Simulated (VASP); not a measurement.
# Sn (I4/mmm) in VASP: notebook

Sn is run at these levels: PBEsol; tasks: single point.

Program: VASP 6.6.1. These are calculated values, not measurements. Logs are shortened: lines on timing, memory, paths and dates and some standing lists are left out, and cuts for length are marked.

### 1 The cell of the first run

The structure is tetragonal, space group I4/mmm (No. 139). Conventional cell: a = 3.707 Å, b = 3.707 Å, c = 3.745 Å, α = 90.00°, β = 90.00°, γ = 90.00°. Within 4.2 Å of Sn (site symmetry 4/mmm) lie 14 Sn at 3.22 to 3.74 Å.

This isn't the form of Sn at room conditions, which is tetragonal (white tin).

### 2 Single point, PBEsol (strain -0.0100 x Voigt [1, 1, 0, 0, 0, 0])

INCAR

```
PREC = Accurate
ENCUT = 520
EDIFF = 1E-6
ISMEAR = 0
SIGMA = 0.15
LREAL = F
LASPH = T
NELM = 100
ALGO = Fast
ISIF = 2
LWAVE = F
LCHARG = F
GGA = PS
NBANDS = 13
```

KPOINTS

```
regular mesh
0
Gamma
  22 22 22
```

POSCAR

```
Sn
1.0
   -1.8536710714      1.8536710714      1.8723950216
    1.8536710714     -1.8536710714      1.8723950216
    1.8536710714      1.8536710714     -1.8723950216
Sn
1
Direct
    0.0000000000      0.0000000000      0.0000000000
```

Potentials or basis: VASP PAW PBE potentials, release 64 (Sn_d).

On the command line:

```
> cat potpaw_PBE.64/Sn_d/POTCAR > POTCAR
> mpirun -np 1 vasp_std > vasp.out
```

OUTCAR:

```text
PREC = Accurate
   ENCUT = 520
   EDIFF = 1E-6
   ISMEAR = 0
   LREAL = F
   LASPH = T
   NELM = 100
   ISIF = 2
   GGA = PS

 ion  position               nearest neighbor table
   1  0.000  0.000  0.000-

  LATTYP: Found a body centered tetragonal cell.
 ALAT       =     3.7073421428
 C/A-ratio  =     1.0101010101

  Lattice vectors:

 A1 = (  -1.8536710714,   1.8536710714,   1.8723950216)
 A2 = (   1.8536710714,  -1.8536710714,   1.8723950216)
 A3 = (   1.8536710714,   1.8536710714,  -1.8723950216)

Analysis of symmetry for initial positions (statically):
=====================================================================
 Subroutine PRICEL returns:
 Original cell was already a primitive cell.

 Routine SETGRP: Setting up the symmetry group for a
 body centered tetragonal supercell.

 Subroutine GETGRP returns: Found 16 space group operations
 (whereof 16 operations were pure point group operations)
 out of a pool of 16 trial point group operations.

The static configuration has the point symmetry D_4h.

Analysis of symmetry for dynamics (positions and initial velocities):
=====================================================================
 Subroutine PRICEL returns:
 Original cell was already a primitive cell.

 Routine SETGRP: Setting up the symmetry group for a
 body centered tetragonal supercell.

 Subroutine GETGRP returns: Found 16 space group operations
 (whereof 16 operations were pure point group operations)
 out of a pool of 16 trial point group operations.

The dynamic configuration has the point symmetry D_4h.

 Subroutine INISYM returns: Found 16 space group operations
 (whereof 16 operations are pure point group operations),
 and found     1 'primitive' translations

----------------------------------------------------------------------------------------

                                     Primitive cell

  volume of cell :      25.7349

  direct lattice vectors                    reciprocal lattice vectors
    -1.853671071  1.853671071  1.872395022     0.000000000  0.269735018  0.267037668
     1.853671071 -1.853671071  1.872395022     0.269735018  0.000000000  0.267037668
     1.853671071  1.853671071 -1.872395022     0.269735018  0.269735018  0.000000000

  length of vectors
     3.221499030  3.221499030  3.221499030     0.379560398  0.379560398  0.381462921

  position of ions in fractional coordinates (direct lattice)
     0.000000000  0.000000000  0.000000000

  ion indices of the primitive-cell ions
   primitive index   ion index
                 1           1

----------------------------------------------------------------------------------------

 KPOINTS: regular mesh

Automatic generation of k-mesh.
 Grid dimensions read from file:
 generate k-points for:   22   22   22

 Generating k-lattice:

  Cartesian coordinates                     Fractional coordinates (reciprocal lattice)
     0.000000000  0.012260683  0.012138076     0.045454545  0.000000000  0.000000000
     0.012260683  0.000000000  0.012138076     0.000000000  0.045454545  0.000000000
     0.012260683  0.012260683  0.000000000     0.000000000  0.000000000  0.045454545

  Length of vectors
     0.017252745  0.017252745  0.017339224

  Shift w.r.t. Gamma in fractional coordinates (k-lattice)
     0.000000000  0.000000000  0.000000000

 Subroutine IBZKPT returns following result:
 ===========================================

 Found    834 irreducible k-points:

 Following reciprocal coordinates:
            Coordinates               Weight
  0.000000  0.000000  0.000000      1.000000
  0.045455  0.000000  0.000000      8.000000
  0.090909  0.000000  0.000000      8.000000
  0.136364 -0.000000  0.000000      8.000000
  0.181818 -0.000000  0.000000      8.000000
  0.227273  0.000000  0.000000      8.000000
[... 16 lines left out ...]
  0.500000  0.045455  0.000000     16.000000
 -0.454545  0.045455  0.000000     16.000000
 [... further k-points ...]
   k-points           NKPTS =    834   k-points in BZ     NKDIM =    834   number of bands    NBANDS=     13
   number of dos      NEDOS =    301   number of ions     NIONS =      1
   total plane-waves  NPLWV =  13824
   dimension x,y,z NGX =    24 NGY =   24 NGZ =   24
   dimension x,y,z NGXF=    48 NGYF=   48 NGZF=   48
   ions per type =               1
   NGX,Y,Z   is equivalent  to a cutoff of  12.39, 12.39, 12.39 a.u.
   NGXF,Y,Z  is equivalent  to a cutoff of  24.77, 24.77, 24.77 a.u.
 SYSTEM =  unknown system
   PREC   = accura    normal or accurate (medium, high low for compatibility)
   ISTART =      0    job   : 0-new  1-cont  2-samecut
   ICHARG =      2    charge: 1-file 2-atom 10-const
   ISPIN  =      1    spin polarized calculation?
   LNONCOLLINEAR =      F non collinear calculations
   LSORBIT =      F    spin-orbit coupling
   LASPH  =      T    aspherical Exc in radial PAW
   ENCUT  =  520.0 eV  38.22 Ry    6.18 a.u.   5.99  5.99  5.99*2*pi/ulx,y,z
   NELM   =    100;   NELMIN=  2; NELMDL= -5     # of ELM steps
   EDIFF  = 0.1E-05   stopping-criterion for ELM
   LREAL  =      F    real-space projection
   EDIFFG = 0.1E-04   stopping-criterion for IOM
   NSW    =      0    number of steps for IOM
   IBRION =     -1    ionic relax: 0-MD 1-quasi-New 2-CG
   NFREE  =      0    steps in history (QN), initial steepest desc. (CG)
   ISIF   =      2    stress and relaxation
   ISYM   =      2    0-nonsym 1-usesym 2-fastsym
   POTIM  = 0.5000    time-step for ionic-motion
   TEBEG  =    0.0;   TEEND  =   0.0 temperature during run
   PSTRESS=    0.0 pullay stress
   NELECT =      14.0000    total number of electrons
   NUPDOWN=      -1.0000    fix difference up-down
   EMIN   =  10.00;   EMAX   =-10.00  energy-range for DOS
   EFERMI =   0.00;   METHOD = LEGACY
   ISMEAR =     0;   SIGMA  =   0.15  broadening in eV -4-tet -1-fermi 0-gaus
   EFERMI_NEDOS =   21; number of points for ismear=-14 and -15
   IALGO  =     68    algorithm
   IMIX   =      4    mixing-type and parameters
     AMIX     =   0.40;   BMIX     =  1.00
     AMIX_MAG =   1.60;   BMIX_MAG =  1.00
  volume/ion in A,a.u.               =      25.73       173.67
  Fermi-wavevector in a.u.,A,eV,Ry     =   1.336421  2.525469 24.300286  1.786021
  Thomas-Fermi vector in A             =   2.465049
[... 44 lines left out ...]
     11      20.8877      0.00000
     12      20.8877      0.00000
     13      21.7037      0.00000

 k-point     2 :       0.0455    0.0000    0.0000
  band No.  band energies     occupation
      1     -12.8809      2.00000
      2     -12.8795      2.00000
      3     -12.8737      2.00000
      4     -12.7189      2.00000
      5     -12.7129      2.00000
      6      -2.8561      2.00000
      7      16.6026      0.00000
      8      16.8828      0.00000
      9      16.9973      0.00000
     10      20.1852      0.00000
     11      20.4729      0.00000
     12      20.7095      0.00000
     13      22.0455      0.00000

 k-point     3 :       0.0909    0.0000    0.0000
  band No.  band energies     occupation
      1     -12.8838      2.00000
      2     -12.8749      2.00000
      3     -12.8588      2.00000
      4     -12.7220      2.00000
      5     -12.7139      2.00000
      6      -2.7150      2.00000
      7      15.4598      0.00000
      8      16.3619      0.00000
      9      16.7974      0.00000
     10      19.4833      0.00000
     11      19.8590      0.00000
     12      20.5321      0.00000
     13      22.3899      0.00000

 k-point     4 :       0.1364   -0.0000    0.0000
  band No.  band energies     occupation
      1     -12.8889      2.00000
      2     -12.8682      2.00000
      3     -12.8349      2.00000
      4     -12.7271      2.00000
      5     -12.7150      2.00000
      6      -2.4793      2.00000
      7      14.0090      0.00000
      8      15.7097      0.00000
      9      16.4827      0.00000
     10      18.9155      0.00000
     11      19.2837      0.00000
     12      20.4953      0.00000
     13      22.6221      0.00000

 k-point     5 :       0.1818   -0.0000    0.0000
  band No.  band energies     occupation
      1     -12.8955      2.00000
      2     -12.8609      2.00000
      3     -12.8038      2.00000
      4     -12.7327      2.00000
      5     -12.7161      2.00000
      6      -2.1489      2.00000
      7      12.4711      0.00000
      8      15.0366      0.00000
      9      16.0942      0.00000
     10      18.4353      0.00000
     11      18.7728      0.00000
     12      20.6406      0.00000
     13      22.8618      0.00000

 k-point     6 :       0.2273    0.0000    0.0000
  band No.  band energies     occupation
      1     -12.9030      2.00000
      2     -12.8549      2.00000
      3     -12.7681      2.00000
      4     -12.7373      2.00000
      5     -12.7173      2.00000
      6      -1.7236      2.00000
      7      10.9383      0.00000
      8      14.3989      0.00000
      9      15.6832      0.00000
     10      18.0270      0.00000
     11      18.3310      0.00000
     12      20.9485      0.00000
     13      23.1255      0.00000

 k-point     7 :       0.2727   -0.0000    0.0000
  band No.  band energies     occupation
      1     -12.9108      2.00000
      2     -12.8519      2.00000
      3     -12.7393      2.00000
      4     -12.7306      2.00000
      5     -12.7185      2.00000
      6      -1.2040      2.00000
      7       9.4516      0.00000
      8      13.8272      0.00000
      9      15.2909      0.00000
     10      17.6866      0.00000
     11      17.9589      0.00000
     12      21.3882      0.00000
     13      23.4223      0.00000
[... 193 lines left out ...]
 k-point    20 :       0.3636    0.0455    0.0000
  band No.  band energies     occupation
      1     -12.9253      2.00000
      2     -12.8566      2.00000
      3     -12.7328      2.00000
      4     -12.7219      2.00000
      5     -12.6500      2.00000
      6       0.5124      2.00000
      7       6.1091      2.00000
      8      12.5050      0.00000
      9      14.2522      0.00000
     10      17.2884      0.00000
     11      17.8629      0.00000
     12      22.6636      0.00000
     13      24.4375      0.00000

 k-point    21 :       0.4091    0.0455    0.0000
  band No.  band energies     occupation
      1     -12.9295      2.00000
      2     -12.8601      2.00000
      3     -12.7290      2.00000
      4     -12.7224      2.00000
      5     -12.6299      2.00000
      6       1.2970      2.00000
      7       4.9582      2.00000
      8      12.2827      0.00000
      9      14.0839      0.00000
     10      17.1674      0.00000
     11      17.7275      0.00000
     12      23.3039      0.00000
     13      24.5878      0.00000

 k-point    22 :       0.4545    0.0455    0.0000
  band No.  band energies     occupation
      1     -12.9317      2.00000
      2     -12.8622      2.00000
      3     -12.7272      2.00000
      4     -12.7222      2.00000
      5     -12.6193      2.00000
      6       1.9896      2.00000
      7       4.0811      2.00000
      8      12.1719      0.00000
      9      13.9986      0.00000
     10      17.1081      0.00000
     11      17.6562      0.00000
     12      23.7673      0.00000
     13      24.5797      0.00000

 k-point    23 :       0.5000    0.0455    0.0000
  band No.  band energies     occupation
      1     -12.9317      2.00000
      2     -12.8622      2.00000
      3     -12.7277      2.00000
      4     -12.7216      2.00000
      5     -12.6194      2.00000
      6       1.9948      2.00000
      7       4.0749      2.00000
      8      12.1745      0.00000
      9      13.9982      0.00000
     10      17.1101      0.00000
     11      17.6496      0.00000
     12      23.6096      0.00000
     13      24.7533      0.00000

 k-point    24 :      -0.4545    0.0455    0.0000
  band No.  band energies     occupation
      1     -12.9296      2.00000
      2     -12.8601      2.00000
      3     -12.7300      2.00000
      4     -12.7212      2.00000
      5     -12.6299      2.00000
      6       1.3052      2.00000
      7       4.9470      2.00000
      8      12.2907      0.00000
      9      14.0824      0.00000
     10      17.1733      0.00000
     11      17.7078      0.00000
     12      23.0640      0.00000
     13      24.8581      0.00000

 [... further k-points ...]
[... 5 lines left out ...]
  --------------------------------------------------------------------------------------
  -------------------------------------------------------------------------------------
  Total        0.1281015      0.1281015      0.1246596      0.0000000      0.0000000      0.0000000
  in kB        7.9752058      7.9752058      7.7609280      0.0000000      0.0000000      0.0000000
  external PRESSURE =       7.9037798 kB  Pullay stress =       0.0000000 kB

 VOLUME and BASIS-vectors are now :
 -----------------------------------------------------------------------------
  energy-cutoff  :      520.00
  volume of cell :       25.73
      direct lattice vectors                 reciprocal lattice vectors
    -1.853671071  1.853671071  1.872395022     0.000000000  0.269735018  0.267037668
     1.853671071 -1.853671071  1.872395022     0.269735018  0.000000000  0.267037668
     1.853671071  1.853671071 -1.872395022     0.269735018  0.269735018  0.000000000

 POSITION                                       TOTAL-FORCE (eV/Angst)
 -----------------------------------------------------------------------------------
      0.00000      0.00000      0.00000         0.000000      0.000000     -0.000000
 -----------------------------------------------------------------------------------
    total drift:                                0.000000      0.000000      0.000000

  FREE ENERGIE OF THE ION-ELECTRON SYSTEM (eV)
  ---------------------------------------------------
  free  energy   TOTEN  =        -4.2323291038 eV

  energy  without entropy=       -4.2266827064  energy(sigma->0) =       -4.22950591
```

Run time: 2.2 min. Hardware: 1 thread of Intel Xeon Platinum 8259CL at 2.50GHz (Skylake/Cascade Lake), shared host; peak memory 0.35 GiB.

What came out:

* Free energy: -4.2323 eV
* Pressure: 0.8 GPa
* Band gap on the k mesh: zero (bands 7 and 8 overlap by 11.02 eV)

Levels at points of the mesh, in eV from the Fermi level:
| k point | band 5 | band 6 | band 7 | band 8 | band 9 | band 10 |
| --- | --- | --- | --- | --- | --- | --- |
| (0.00, 0.00, 0.00) | -21.31 | -11.50 | 8.44 | 8.50 | 8.50 | 12.16 |
| (0.50, 0.00, 0.00) | -21.21 | -6.50 | -4.71 | 3.84 | 5.69 | 8.34 |
| (0.50, 0.50, 0.00) | -21.21 | -6.43 | -4.68 | 3.71 | 5.51 | 8.18 |
| (0.50, 0.50, 0.50) | -21.23 | -2.16 | -0.66 | -0.47 | -0.47 | 3.79 |

Caveat: the cell differs from its parent crystal (strain -0.0100 x Voigt [1, 1, 0, 0, 0, 0]); the PAW data sets were made with another functional, which shifts forces and pressure a little; spin-orbit coupling is left out, which moves the levels of the heavy elements.

### 3 Single point, PBEsol (strain +0.0100 x Voigt [1, 1, 0, 0, 0, 0])

INCAR

```
SYSTEM = Sn
PREC = Accurate
ENCUT = 520
EDIFF = 1E-6
ISMEAR = 0
SIGMA = 0.15
LREAL = .False.
LASPH = .True.
NELM = 100
ALGO = Fast
ISIF = 2
LWAVE = .False.
LCHARG = .False.
GGA = PS
NBANDS = 13
```

KPOINTS

```
Automatic mesh
0
Gamma
  22 22 22
  0 0 0
```

POSCAR

```
Sn
1.0
   -1.8911189718      1.8911189718      1.8723950216
    1.8911189718     -1.8911189718      1.8723950216
    1.8911189718      1.8911189718     -1.8723950216
Sn
1
Direct
    0.0000000000      0.0000000000      0.0000000000
```

Potentials or basis: VASP PAW PBE potentials, release 64 (Sn_d).

On the command line:

```
> cat potpaw_PBE.64/Sn_d/POTCAR > POTCAR
> mpirun -np 1 vasp_std > vasp.out
```

Wall time 2.3 min (1 thread of Intel Xeon Platinum 8259CL at 2.50GHz (Skylake/Cascade Lake), shared host); peak memory 0.36 GiB.

Results (log left out):

| Property | Result |
| --- | --- |
| Free energy | -4.2303 eV |
| Pressure | -1.4 GPa |
| Band gap on the k mesh | zero (bands 7 and 8 overlap by 10.53 eV) |

Levels at points of the mesh, in eV from the Fermi level:
```csv
k point,band 5,band 6,band 7,band 8,band 9,band 10
"(0.00, 0.00, 0.00)",-21.30,-11.20,8.07,8.07,8.14,12.12
"(0.50, 0.00, 0.00)",-21.22,-6.41,-4.49,3.61,5.43,7.99
"(0.50, 0.50, 0.00)",-21.22,-6.48,-4.51,3.74,5.60,8.15
"(0.50, 0.50, 0.50)",-21.24,-2.41,-0.55,-0.55,-0.36,3.79
```

Caveat: the cell differs from its parent crystal (strain +0.0100 x Voigt [1, 1, 0, 0, 0, 0]); the PAW data sets were made with another functional, which shifts forces and pressure a little; spin-orbit coupling is left out, which moves the levels of the heavy elements.

### 4 Single point, PBEsol (strain +0.0200 x Voigt [1, 1, 0, 0, 0, 0])

INCAR

```
SYSTEM = Sn
ALGO     = Fast           ! electronic algorithm
EDIFF    = 1E-6           ! SCF threshold, eV
ENCUT    = 520            ! plane-wave cutoff, eV
GGA      = PS             ! functional
ISIF     = 2              ! what is computed and relaxed
ISMEAR   = 0              ! smearing method
LASPH    = .True.         ! aspherical terms in the spheres
LCHARG   = .True.         ! write CHGCAR
LELF     = .True.         ! ELF
LREAL    = .False.        ! projectors in reciprocal space
LVHAR    = .True.       
LWAVE    = .False.        ! write WAVECAR
NBANDS   = 13             ! bands
NELM     = 100            ! most SCF steps
PREC     = Accurate       ! precision mode
SIGMA    = 0.15           ! smearing width, eV
```

KPOINTS

```
k-points
0
Gamma
  22 22 22
  0 0 0
```

POSCAR

```
Sn
1.0
   -1.9098429220      1.9098429220      1.8723950216
    1.9098429220     -1.9098429220      1.8723950216
    1.9098429220      1.9098429220     -1.8723950216
Sn
1
Direct
    0.0000000000      0.0000000000      0.0000000000
```

On the command line:

```
> cat potpaw_PBE.64/Sn_d/POTCAR > POTCAR
> mpirun -np 1 vasp_std > vasp.out
```

Wall time 2.3 min (1 thread of Intel Xeon Platinum 8259CL at 2.50GHz (Skylake/Cascade Lake), shared host); peak memory 0.36 GiB.

It converged, with:

- Free energy: -4.2245 eV
- Pressure: -2.3 GPa
- Band gap on the k mesh: zero (bands 7 and 8 overlap by 10.25 eV)

Stress tensor (GPa, compression positive):
```
-2.16  0.00  0.00
 0.00 -2.16  0.00
 0.00  0.00 -2.47
```

Levels at points of the mesh, in eV from the Fermi level:
```tsv
k point	band 5	band 6	band 7	band 8	band 9	band 10
(0.00, 0.00, 0.00)	-21.30	-11.06	7.86	7.86	7.99	12.04
(0.50, 0.00, 0.00)	-21.22	-6.37	-4.38	3.51	5.30	7.83
(0.50, 0.50, 0.00)	-21.22	-6.50	-4.43	3.75	5.64	8.13
(0.50, 0.50, 0.50)	-21.24	-2.53	-0.59	-0.59	-0.22	3.75
```

Caveat: the cell differs from its parent crystal (strain +0.0200 x Voigt [1, 1, 0, 0, 0, 0]); the PAW data sets were made with another functional, which shifts forces and pressure a little; spin-orbit coupling is left out, which moves the levels of the heavy elements.

### 5 Overview

```csv
cell,gap on the mesh (eV),pressure (GPa)
"a = 3.221 Å, angles 109.7, 109.7, 108.9°, 1 atom",none,0.8
"a = 3.265 Å, angles 109.2, 109.2, 110.0°, 1 atom",none,-1.4
"a = 3.286 Å, angles 108.9, 108.9, 110.5°, 1 atom",none,-2.3
```

Alike in all rows: task single point; level PBEsol; potentials or basis VASP PAW PBE potentials, release 64 (Sn_d); no spin polarisation; k mesh 22 × 22 × 22; cutoff (eV) 520; smearing gaussian 0.15 eV.

Caveats: the PAW data sets were made with another functional, which shifts forces and pressure a little; spin-orbit coupling is left out, which moves the levels of the heavy elements.

Absolute energies hang on the potentials; compare differences alone.
